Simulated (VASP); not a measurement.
A run of VASP 6.6.1 is set up as follows.

Contents of INCAR:

```
SYSTEM = Pt
PREC = Accurate
ENCUT = 520
EDIFF = 1E-7
ISMEAR = -1
SIGMA = 0.05
LREAL = .FALSE.
LASPH = .TRUE.
NELM = 80
ALGO = Normal
ISIF = 2
LWAVE = .FALSE.
LCHARG = .FALSE.
GGA = RE
NBANDS = 11
```

The input KPOINTS:

```
regular mesh
0
G
  12 12 12
  0 0 0
```

POSCAR

```
Pt
1.0
    0.0000000000      1.9933232758      1.9933232758
    1.9933232758      0.0000000000      1.9933232758
    1.9933232758      1.9933232758      0.0000000000
Pt
1
Direct
    0.0000000000      0.0000000000      0.0000000000
```

Potentials or basis: VASP PAW PBE potentials, release 64 (Pt).

Run with:

```bash
$ cat potpaw_PBE.64/Pt/POTCAR > POTCAR
$ mpirun -np 1 vasp_std > vasp.out
```

Estimate the band gap on the k mesh.

zero (band 5 reaches 10.86 eV, above the bottom of band 6 at 8.81 eV).

What does it give for the pressure?

-0.4 GPa.

Caveat: the PAW data sets were made with another functional, which shifts forces and pressure a little; spin-orbit coupling is left out, which moves the levels of the heavy elements.
